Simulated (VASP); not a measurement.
# Pt (Fm-3m) in VASP: a series of runs

The runs below take Pt through single point, with PBE.

Program: VASP 6.6.1. These are calculated values, not measurements. Logs are shortened: lines on timing, memory, paths and dates and some standing lists are left out, and cuts for length are marked.

**1. The cell of the first run**

The structure is cubic, space group Fm-3m (No. 225). The conventional cell has a = 3.922 Å, b = 3.922 Å, c = 3.922 Å, α = 90.00°, β = 90.00°, γ = 90.00°. Within 3.7 Å of Pt (site symmetry m-3m) lie 12 Pt at 2.77 Å.

**2. Single point, PBE, collinear spin, zero start**

INCAR reads:

```
PREC     = Accurate       # precision mode
ENCUT    = 500            # plane-wave cutoff, eV
EDIFF    = 1E-6           # SCF threshold, eV
ISMEAR   = -1             # smearing method
SIGMA    = 0.1            # smearing width, eV
LREAL    = F              # projectors in reciprocal space
LASPH    = T              # aspherical terms in the spheres
NELM     = 200            # most SCF steps
ALGO     = Normal         # electronic algorithm
ISIF     = 2              # what is computed and relaxed
LWAVE    = F              # write WAVECAR
LCHARG   = T              # write CHGCAR
ISPIN    = 2              # spin polarisation
MAGMOM   = 0              # initial moments
LORBIT   = 11             # projections on sites
NUPDOWN  = 0.0            # fixed moment
LMAXMIX  = 4              # l up to which the mixer works
GGA      = PE             # functional
LELF     = T              # ELF
LVHAR    = T            
NBANDS   = 15             # bands
GGA_COMPAT= F
```

KPOINTS reads:

```
regular mesh
0
Gamma
  14 14 14
```

POSCAR reads:

```
Pt
1.0
    0.0000000000      1.9609000000      1.9609000000
    1.9609000000      0.0000000000      1.9609000000
    1.9609000000      1.9609000000      0.0000000000
Pt
1
Direct
    0.0000000000      0.0000000000      0.0000000000
```

Potentials or basis: VASP PAW PBE potentials, release 64 (Pt).

Started as:

```
> cat potpaw_PBE.64/Pt/POTCAR > POTCAR
> mpirun -np 1 vasp_std > vasp.out
```

OUTCAR:

```text
PREC = Accurate
   ENCUT = 500
   EDIFF = 1E-6
   ISMEAR = -1
   LREAL = F
   LASPH = T
   NELM = 200
   ISIF = 2
   ISPIN = 2
   LORBIT = 11
   NUPDOWN = 0.0
   GGA = PE

 ion  position               nearest neighbor table
   1  0.000  0.000  0.000-

  LATTYP: Found a face centered cubic cell.
 ALAT       =     3.9218000000

  Lattice vectors:

 A1 = (   0.0000000000,   1.9609000000,   1.9609000000)
 A2 = (   1.9609000000,   0.0000000000,   1.9609000000)
 A3 = (   1.9609000000,   1.9609000000,   0.0000000000)

Analysis of symmetry for initial positions (statically):
=====================================================================
 Subroutine PRICEL returns:
 Original cell was already a primitive cell.

 Routine SETGRP: Setting up the symmetry group for a
 face centered cubic supercell.

 Subroutine GETGRP returns: Found 48 space group operations
 (whereof 48 operations were pure point group operations)
 out of a pool of 48 trial point group operations.

The static configuration has the point symmetry O_h .

Analysis of symmetry for dynamics (positions and initial velocities):
=====================================================================
 Subroutine PRICEL returns:
 Original cell was already a primitive cell.

 Routine SETGRP: Setting up the symmetry group for a
 face centered cubic supercell.

 Subroutine GETGRP returns: Found 48 space group operations
 (whereof 48 operations were pure point group operations)
 out of a pool of 48 trial point group operations.

The dynamic configuration has the point symmetry O_h .

Analysis of structural, dynamic, and magnetic symmetry:
=====================================================================
 Subroutine PRICEL returns:
 Original cell was already a primitive cell.

 Routine SETGRP: Setting up the symmetry group for a
 face centered cubic supercell.

 Subroutine GETGRP returns: Found 48 space group operations
 (whereof 48 operations were pure point group operations)
 out of a pool of 48 trial point group operations.

The overall configuration has the point symmetry O_h .

 Subroutine INISYM returns: Found 48 space group operations
 (whereof 48 operations are pure point group operations),
 and found     1 'primitive' translations

----------------------------------------------------------------------------------------

                                     Primitive cell

  volume of cell :      15.0798

  direct lattice vectors                    reciprocal lattice vectors
     0.000000000  1.960900000  1.960900000    -0.254984956  0.254984956  0.254984956
     1.960900000  0.000000000  1.960900000     0.254984956 -0.254984956  0.254984956
     1.960900000  1.960900000  0.000000000     0.254984956  0.254984956 -0.254984956

  length of vectors
     2.773131374  2.773131374  2.773131374     0.441646899  0.441646899  0.441646899

  position of ions in fractional coordinates (direct lattice)
     0.000000000  0.000000000  0.000000000

  ion indices of the primitive-cell ions
   primitive index   ion index
                 1           1

----------------------------------------------------------------------------------------

 KPOINTS: regular mesh

Automatic generation of k-mesh.
 Grid dimensions read from file:
 generate k-points for:   14   14   14

 Generating k-lattice:

  Cartesian coordinates                     Fractional coordinates (reciprocal lattice)
    -0.018213211  0.018213211  0.018213211     0.071428571  0.000000000  0.000000000
     0.018213211 -0.018213211  0.018213211     0.000000000  0.071428571  0.000000000
     0.018213211  0.018213211 -0.018213211     0.000000000  0.000000000  0.071428571

  Length of vectors
     0.031546207  0.031546207  0.031546207

  Shift w.r.t. Gamma in fractional coordinates (k-lattice)
     0.000000000  0.000000000  0.000000000

 Subroutine IBZKPT returns following result:
 ===========================================

 Found    104 irreducible k-points:

 Following reciprocal coordinates:
            Coordinates               Weight
  0.000000  0.000000  0.000000      1.000000
  0.071429  0.000000  0.000000      8.000000
  0.142857  0.000000  0.000000      8.000000
  0.214286  0.000000  0.000000      8.000000
  0.285714  0.000000  0.000000      8.000000
  0.357143  0.000000  0.000000      8.000000
[... 16 lines left out ...]
  0.214286  0.142857  0.000000     24.000000
  0.285714  0.142857  0.000000     24.000000
 [... further k-points ...]
   k-points           NKPTS =    104   k-points in BZ     NKDIM =    104   number of bands    NBANDS=     15
   number of dos      NEDOS =    301   number of ions     NIONS =      1
   total plane-waves  NPLWV =   8000
   dimension x,y,z NGX =    20 NGY =   20 NGZ =   20
   dimension x,y,z NGXF=    40 NGYF=   40 NGZF=   40
   ions per type =               1
   NGX,Y,Z   is equivalent  to a cutoff of  11.99, 11.99, 11.99 a.u.
   NGXF,Y,Z  is equivalent  to a cutoff of  23.98, 23.98, 23.98 a.u.
 SYSTEM =  unknown system
   PREC   = accura    normal or accurate (medium, high low for compatibility)
   ISTART =      0    job   : 0-new  1-cont  2-samecut
   ICHARG =      2    charge: 1-file 2-atom 10-const
   ISPIN  =      2    spin polarized calculation?
   LNONCOLLINEAR =      F non collinear calculations
   LSORBIT =      F    spin-orbit coupling
   LASPH  =      T    aspherical Exc in radial PAW
   ENCUT  =  500.0 eV  36.75 Ry    6.06 a.u.   5.06  5.06  5.06*2*pi/ulx,y,z
   NELM   =    200;   NELMIN=  2; NELMDL= -5     # of ELM steps
   EDIFF  = 0.1E-05   stopping-criterion for ELM
   LREAL  =      F    real-space projection
   EDIFFG = 0.1E-04   stopping-criterion for IOM
   NSW    =      0    number of steps for IOM
   IBRION =     -1    ionic relax: 0-MD 1-quasi-New 2-CG
   NFREE  =      0    steps in history (QN), initial steepest desc. (CG)
   ISIF   =      2    stress and relaxation
   ISYM   =      2    0-nonsym 1-usesym 2-fastsym
   POTIM  = 0.5000    time-step for ionic-motion
   TEBEG  =    0.0;   TEEND  =   0.0 temperature during run
   PSTRESS=    0.0 pullay stress
   NELECT =      10.0000    total number of electrons
   NUPDOWN=       0.0000    fix difference up-down
   EMIN   =  10.00;   EMAX   =-10.00  energy-range for DOS
   EFERMI =   0.00;   METHOD = LEGACY
   ISMEAR =    -1;   SIGMA  =   0.10  broadening in eV -4-tet -1-fermi 0-gaus
   EFERMI_NEDOS =   21; number of points for ismear=-14 and -15
   IALGO  =     38    algorithm
   IMIX   =      4    mixing-type and parameters
     AMIX     =   0.40;   BMIX     =  1.00
     AMIX_MAG =   1.60;   BMIX_MAG =  1.00
  volume/ion in A,a.u.               =      15.08       101.76
  Fermi-wavevector in a.u.,A,eV,Ry     =   1.427609  2.697791 27.729605  2.038068
  Thomas-Fermi vector in A             =   2.547760
   LORBIT       =     11    0 simple, 1 ext, 2 COOP (PROOUT), +10 PAW based schemes
   GGA     = PE    functional components
   LHFCALC =     F    Hartree Fock is set to
   AEXX    =    0.0000 exact exchange contribution
   IVDW    =     0    specifies the selected vdW correction
   LEPSILON=     F    determine dielectric tensor
   LRPA    =     F    only Hartree local field effects (RPA)
 spin polarized calculation
  energy-cutoff  :      500.00
  volume of cell :       15.08
 maximum number of plane-waves:       393
   NGX = 11   NGY = 11   NGZ = 11

 number of electron      10.0000001 magnetization      -0.0000000

 number of electron      10.0000001 magnetization       0.0000000

 Free energy of the ion-electron system (eV)
  ---------------------------------------------------
  ext. energy  EPLUGINS =         0.00000000
  ---------------------------------------------------
  free energy    TOTEN  =        -6.11717201 eV

  energy without entropy =       -6.06534325  energy(sigma->0) =       -6.09125763

 E-fermi :  11.2704     XC(G=0): -13.4909

 val. band max:       11.2674776934   @ k =   0.4286   0.1429   0.0000
 cond. band min:      11.2733012134   @ k =   0.5000   0.5000   0.0000
 fundamental gap:      0.0058235200
 Fermi energy:        11.2703531824

 spin component 1

 k-point     1 :       0.0000    0.0000    0.0000
  band No.  band energies     occupation
      1       1.0492      1.00000
      2       7.4797      1.00000
      3       7.4797      1.00000
      4       7.4797      1.00000
      5       9.6356      1.00000
      6       9.6356      1.00000
      7      25.9059      0.00000
      8      30.8732      0.00000
      9      30.8732      0.00000
     10      30.8732      0.00000
     11      36.2172      0.00000
     12      43.4163      0.00000
     13      43.4163      0.00000
     14      43.4163      0.00000
     15      43.6623      0.00000
[... 397 lines left out ...]
 k-point    24 :       0.2857    0.1429    0.0000
  band No.  band energies     occupation
      1       3.5838      1.00000
      2       6.4120      1.00000
      3       7.8229      1.00000
      4       8.4049      1.00000
      5       9.5311      1.00000
      6      10.4053      0.99983
      7      25.5081      0.00000
      8      28.6007      0.00000
      9      30.1798      0.00000
     10      31.5312      0.00000
     11      35.5501      0.00000
     12      37.1296      0.00000
     13      38.5370      0.00000
     14      42.6332      0.00000
     15      44.3419      0.00000

 [... further k-points ...]

 spin component 2

 k-point     1 :       0.0000    0.0000    0.0000
  band No.  band energies     occupation
      1       1.0493      1.00000
      2       7.4797      1.00000
      3       7.4797      1.00000
      4       7.4797      1.00000
      5       9.6356      1.00000
      6       9.6356      1.00000
      7      25.9059      0.00000
      8      30.8732      0.00000
      9      30.8732      0.00000
     10      30.8732      0.00000
     11      36.2173      0.00000
     12      43.4163      0.00000
     13      43.4163      0.00000
     14      43.4163      0.00000
     15      43.6623      0.00000
[... 397 lines left out ...]
 k-point    24 :       0.2857    0.1429    0.0000
  band No.  band energies     occupation
      1       3.5838      1.00000
      2       6.4120      1.00000
      3       7.8229      1.00000
      4       8.4049      1.00000
      5       9.5311      1.00000
      6      10.4052      0.99983
      7      25.5081      0.00000
      8      28.6007      0.00000
      9      30.1798      0.00000
     10      31.5312      0.00000
     11      35.5501      0.00000
     12      37.1296      0.00000
     13      38.5370      0.00000
     14      42.6332      0.00000
     15      44.3881      0.00000

 [... further k-points ...]
[... 5 lines left out ...]
  --------------------------------------------------------------------------------------
  -------------------------------------------------------------------------------------
  Total        0.9228908      0.9228908      0.9228908     -0.0000000      0.0000000      0.0000000
  in kB       98.0538322     98.0538322     98.0538322     -0.0000000      0.0000000      0.0000000
  external PRESSURE =      98.0538322 kB  Pullay stress =       0.0000000 kB

 VOLUME and BASIS-vectors are now :
 -----------------------------------------------------------------------------
  energy-cutoff  :      500.00
  volume of cell :       15.08
      direct lattice vectors                 reciprocal lattice vectors
     0.000000000  1.960900000  1.960900000    -0.254984956  0.254984956  0.254984956
     1.960900000  0.000000000  1.960900000     0.254984956 -0.254984956  0.254984956
     1.960900000  1.960900000  0.000000000     0.254984956  0.254984956 -0.254984956

 POSITION                                       TOTAL-FORCE (eV/Angst)
 -----------------------------------------------------------------------------------
      0.00000      0.00000      0.00000         0.000000      0.000000      0.000000
 -----------------------------------------------------------------------------------
    total drift:                                0.000000     -0.000000      0.000000

  FREE ENERGIE OF THE ION-ELECTRON SYSTEM (eV)
  ---------------------------------------------------
  free  energy   TOTEN  =        -6.1171720142 eV

  energy  without entropy=       -6.0653432493  energy(sigma->0) =       -6.09125763

 total charge

# of ion       s       p       d       tot
------------------------------------------
    1        0.639   0.613   8.047   9.299

 magnetization (x)

# of ion       s       p       d       tot
------------------------------------------
    1        0.000   0.000  -0.000  -0.000
```

It took 42 s on 1 thread of Intel Xeon 8259CL, shared host; peak memory 0.16 GiB.

What came out:

| Item | Value |
| --- | --- |
| Free energy | -6.1172 eV |
| Pressure | 9.8 GPa |
| Net moment | 0.00 μB per cell |
| Valence electrons inside the program's atomic spheres | Pt 9.30 |

Caveat: the cell stands under pressure; spin-orbit coupling is left out, which moves the levels of the heavy elements; the total moment is fixed, so each spin has its own Fermi level.

(Part 1 of 3 ends here.)
